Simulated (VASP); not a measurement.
# Ta (Cmcm) in VASP: a series of runs

The runs below take Ta through single point, with PBEsol.

All numbers are computed with VASP 6.6.1; they aren't measurements. Logs are shortened: lines on timing, memory, paths and dates and some standing lists are left out, and cuts for length are marked.

**1. The cell of the first run**

The structure is orthorhombic, space group Cmcm (No. 63). The conventional cell has a = 4.639 Å, b = 3.281 Å, c = 4.639 Å, α = 90.00°, β = 90.00°, γ = 90.00°. Ta (site symmetry m2m) has 14 Ta at 2.73 to 3.29 Å within 3.6 Å.

**2. Single point, PBEsol (atoms displaced along a vibrational mode)**

INCAR

```
ALGO = Fast ; EDIFF = 1E-6
ENCUT = 520 ; GGA = PS
ISIF = 2 ; ISMEAR = 0
LASPH = True ; LCHARG = False
LREAL = False ; LWAVE = False
NBANDS = 18 ; NELM = 80
PREC = Accurate ; SIGMA = 0.15
```

KPOINTS

```
k-points
0
Gamma
  22 22 14
```

POSCAR

```
Ta
1.0
   -1.6402597622      1.6402597622      1.6402597622
    1.6402597622     -1.6402597622      1.6402597622
    3.2805195245      3.2805195245      0.0000000000
Ta
2
Direct
    0.0320071255      0.0320071255      0.0000000000
    0.4679928745      0.4679928745      0.5000000000
```

Potentials or basis: VASP PAW PBE potentials, release 64 (Ta_pv).

On the command line:

```
> cat potpaw_PBE.64/Ta_pv/POTCAR > POTCAR
> mpirun -np 1 vasp_std > vasp.out
```

OUTCAR:

```text
EDIFF = 1E-6
   ENCUT = 520
   GGA = PS
   ISIF = 2
   ISMEAR = 0
   LASPH = True
   LREAL = False
   NELM = 80
   PREC = Accurate

 ion  position               nearest neighbor table
   1  0.032  0.032  0.000-   2 2.73   2 2.73   2 2.97   2 2.97   2 3.29   2 3.29   2 3.29   2 3.29

   2  0.468  0.468  0.500-   1 2.73   1 2.73   1 2.97   1 2.97   1 3.29   1 3.29   1 3.29   1 3.29

  LATTYP: Found a base centered orthorhombic cell.
 ALAT       =     3.2805195244
 B/A-ratio  =     1.4142135624
 C/A-ratio  =     1.4142135624

  Lattice vectors:

 A1 = (  -1.6402597622,   1.6402597622,   1.6402597622)
 A2 = (   1.6402597622,  -1.6402597622,   1.6402597622)
 A3 = (   3.2805195245,   3.2805195245,   0.0000000000)

Analysis of symmetry for initial positions (statically):
=====================================================================
 Subroutine PRICEL returns:
 Original cell was already a primitive cell.

 Routine SETGRP: Setting up the symmetry group for a
 base centered orthorhombic supercell.

 Subroutine GETGRP returns: Found  8 space group operations
 (whereof  4 operations were pure point group operations)
 out of a pool of  8 trial point group operations.

The static configuration has the point symmetry C_2v.
 The point group associated with its full space group is D_2h.

Analysis of symmetry for dynamics (positions and initial velocities):
=====================================================================
 Subroutine PRICEL returns:
 Original cell was already a primitive cell.

 Routine SETGRP: Setting up the symmetry group for a
 base centered orthorhombic supercell.

 Subroutine GETGRP returns: Found  8 space group operations
 (whereof  4 operations were pure point group operations)
 out of a pool of  8 trial point group operations.

The dynamic configuration has the point symmetry C_2v.
 The point group associated with its full space group is D_2h.

 Subroutine INISYM returns: Found  8 space group operations
 (whereof  4 operations are pure point group operations),
 and found     1 'primitive' translations

----------------------------------------------------------------------------------------

                                     Primitive cell

  volume of cell :      35.3043

  direct lattice vectors                    reciprocal lattice vectors
    -1.640259762  1.640259762  1.640259762    -0.152414883  0.152414883  0.304829766
[... 80 lines left out ...]
   ISPIN  =      1    spin polarized calculation?
   LNONCOLLINEAR =      F non collinear calculations
   LSORBIT =      F    spin-orbit coupling
   LASPH  =      T    aspherical Exc in radial PAW
   ENCUT  =  520.0 eV  38.22 Ry    6.18 a.u.   5.28  5.28  8.63*2*pi/ulx,y,z
   NELM   =     80;   NELMIN=  2; NELMDL= -5     # of ELM steps
   EDIFF  = 0.1E-05   stopping-criterion for ELM
   LREAL  =      F    real-space projection
   EDIFFG = 0.1E-04   stopping-criterion for IOM
   NSW    =      0    number of steps for IOM
   IBRION =     -1    ionic relax: 0-MD 1-quasi-New 2-CG
   NFREE  =      0    steps in history (QN), initial steepest desc. (CG)
   ISIF   =      2    stress and relaxation
   ISYM   =      2    0-nonsym 1-usesym 2-fastsym
   POTIM  = 0.5000    time-step for ionic-motion
   TEBEG  =    0.0;   TEEND  =   0.0 temperature during run
   PSTRESS=    0.0 pullay stress
   NELECT =      22.0000    total number of electrons
   NUPDOWN=      -1.0000    fix difference up-down
   EMIN   =  10.00;   EMAX   =-10.00  energy-range for DOS
   EFERMI =   0.00;   METHOD = LEGACY
   ISMEAR =     0;   SIGMA  =   0.15  broadening in eV -4-tet -1-fermi 0-gaus
   EFERMI_NEDOS =   21; number of points for ismear=-14 and -15
   IALGO  =     68    algorithm
   IMIX   =      4    mixing-type and parameters
     AMIX     =   0.40;   BMIX     =  1.00
     AMIX_MAG =   1.60;   BMIX_MAG =  1.00
  volume/ion in A,a.u.               =      17.65       119.12
  Fermi-wavevector in a.u.,A,eV,Ry     =   1.398320  2.642441 26.603439  1.955298
  Thomas-Fermi vector in A             =   2.521489
   LORBIT       =      0    0 simple, 1 ext, 2 COOP (PROOUT), +10 PAW based schemes
   GGA     = PS    functional components
   LHFCALC =     F    Hartree Fock is set to
   AEXX    =    0.0000 exact exchange contribution
   IVDW    =     0    specifies the selected vdW correction
   LEPSILON=     F    determine dielectric tensor
   LRPA    =     F    only Hartree local field effects (RPA)
 non-spin polarized calculation
 RMM-DIIS sequential band-by-band and
 Gauss-broadening in eV      SIGMA  =   0.15
  energy-cutoff  :      520.00
  volume of cell :       35.30
 maximum number of plane-waves:       970
 NGX is ok and might be reduce to    24
   NGX = 11   NGY = 11   NGZ = 17

 number of electron      22.0000003 magnetization

 Free energy of the ion-electron system (eV)
  ---------------------------------------------------
  ext. energy  EPLUGINS =         0.00000000
  ---------------------------------------------------
  free energy    TOTEN  =       -24.96823299 eV

  energy without entropy =      -24.93723677  energy(sigma->0) =      -24.95273488

 E-fermi :   5.5177     XC(G=0): -12.8263

 val. band max:        5.5165535492   @ k =  -0.0455   0.0455   0.2857
 cond. band min:       5.5182573766   @ k =  -0.3182   0.1364   0.4286
 fundamental gap:      0.0017038273
 Fermi energy:         5.5176571351

 k-point     1 :       0.0000    0.0000    0.0000
  band No.  band energies     occupation
      1     -28.7858      2.00000
      2     -27.8660      2.00000
      3     -27.4771      2.00000
      4     -27.4592      2.00000
      5     -27.4489      2.00000
      6     -27.4261      2.00000
[... 481 lines left out ...]
      5     -27.6086      2.00000
      6     -27.5916      2.00000
[... 10 lines left out ...]
     17      12.7579      0.00000
     18      15.1962      0.00000

 [... further k-points ...]
[... 5 lines left out ...]
  --------------------------------------------------------------------------------------
  -------------------------------------------------------------------------------------
  Total        0.3997407      0.3997407     -0.0141795      0.3118260      0.0000000     -0.0000000
  in kB       18.1409917     18.1409917     -0.6434921     14.1512575      0.0000000     -0.0000000
  external PRESSURE =      11.8794971 kB  Pullay stress =       0.0000000 kB

 VOLUME and BASIS-vectors are now :
 -----------------------------------------------------------------------------
  energy-cutoff  :      520.00
  volume of cell :       35.30
      direct lattice vectors                 reciprocal lattice vectors
    -1.640259762  1.640259762  1.640259762    -0.152414883  0.152414883  0.304829766
     1.640259762 -1.640259762  1.640259762     0.152414883 -0.152414883  0.304829766
     3.280519524  3.280519524  0.000000000     0.152414883  0.152414883  0.000000000

 POSITION                                       TOTAL-FORCE (eV/Angst)
 -----------------------------------------------------------------------------------
      0.00000      0.00000      0.10500        -0.000000     -0.000000     -1.313573
      1.64026      1.64026      1.53526         0.000000      0.000000      1.313573
 -----------------------------------------------------------------------------------
    total drift:                                0.000000      0.000000      0.000000

  FREE ENERGIE OF THE ION-ELECTRON SYSTEM (eV)
  ---------------------------------------------------
  free  energy   TOTEN  =       -24.9682329914 eV

  energy  without entropy=      -24.9372367681  energy(sigma->0) =      -24.95273488
```

OSZICAR:

```text
N       E                     dE             d eps       ncg     rms          rms(c)
DAV:   1     0.169212529040E+03    0.16921E+03   -0.12384E+04 38304   0.127E+03
DAV:   2    -0.216744591710E+02   -0.19089E+03   -0.18767E+03 47480   0.360E+02
DAV:   3    -0.259123133252E+02   -0.42379E+01   -0.41817E+01 44534   0.504E+01
DAV:   4    -0.259427041620E+02   -0.30391E-01   -0.30343E-01 43002   0.446E+00
DAV:   5    -0.259429213355E+02   -0.21717E-03   -0.21716E-03 42770   0.359E-01    0.203E+01
RMM:   6    -0.251923993160E+02    0.75052E+00   -0.70111E-01 39109   0.620E+00    0.988E+00
RMM:   7    -0.249681718310E+02    0.22423E+00   -0.82851E-01 42395   0.623E+00    0.470E-01
RMM:   8    -0.249676484531E+02    0.52338E-03   -0.42007E-02 46652   0.155E+00    0.513E-01
RMM:   9    -0.249685434669E+02   -0.89501E-03   -0.89785E-03 48239   0.595E-01    0.252E-01
RMM:  10    -0.249682295466E+02    0.31392E-03   -0.22948E-03 42040   0.366E-01    0.856E-02
RMM:  11    -0.249682282309E+02    0.13156E-05   -0.23750E-04 50208   0.128E-01    0.267E-02
RMM:  12    -0.249682323492E+02   -0.41183E-05   -0.48178E-05 51191   0.531E-02    0.196E-02
RMM:  13    -0.249682329914E+02   -0.64217E-06   -0.86034E-06 42881   0.211E-02
   1 F= -.24968233E+02 E0= -.24952735E+02  d E =-.309962E-01
```

Wall time 3.8 min (1 thread of Intel Xeon 6975P-C (Granite Rapids), shared host); peak memory 0.61 GiB.

Results:

| Quantity | Value |
| --- | --- |
| Free energy | -24.9682 eV |
| Pressure | 1.2 GPa |
| Largest force | 1.314 eV/Å |
| Band gap on the k mesh | zero (bands 11 and 12 overlap by 2.91 eV) |

Forces in eV/Å, atoms in the order of the input:
```
Ta   0.000  0.000 -1.314
Ta   0.000  0.000  1.314
```

Stress tensor (GPa, compression positive):
```
 1.81  1.42  0.00
 1.42  1.81  0.00
 0.00  0.00 -0.06
```

Levels at points of the mesh, in eV from the Fermi level:
| k point | band 8 | band 9 | band 10 | band 11 | band 12 | band 13 | band 14 | band 15 |
| --- | --- | --- | --- | --- | --- | --- | --- | --- |
| (0.00, 0.00, 0.00) | -4.46 | -1.58 | 0.56 | 0.57 | 0.79 | 1.72 | 3.91 | 3.92 |
| (0.50, 0.00, 0.00) | -2.89 | -2.04 | -0.92 | -0.74 | -0.48 | 3.38 | 3.87 | 4.46 |
| (0.50, 0.50, 0.00) | -4.00 | -3.89 | -1.48 | 1.68 | 3.43 | 5.01 | 6.18 | 7.00 |
| (0.00, 0.00, 0.50) | -5.70 | -0.68 | -0.68 | -0.30 | -0.30 | 3.31 | 3.31 | 3.74 |
| (0.50, 0.00, 0.50) | -4.49 | -1.71 | -1.71 | 1.68 | 1.68 | 3.97 | 3.97 | 4.91 |
| (0.50, 0.50, 0.50) | -3.12 | -1.99 | -1.99 | 0.51 | 0.51 | 2.53 | 2.53 | 7.44 |

Caveat: the cell differs from its parent crystal (atoms displaced along a vibrational mode); the PAW data sets were made with another functional, which shifts forces and pressure a little; spin-orbit coupling is left out, which moves the levels of the heavy elements.

[end of part 1 of 2]
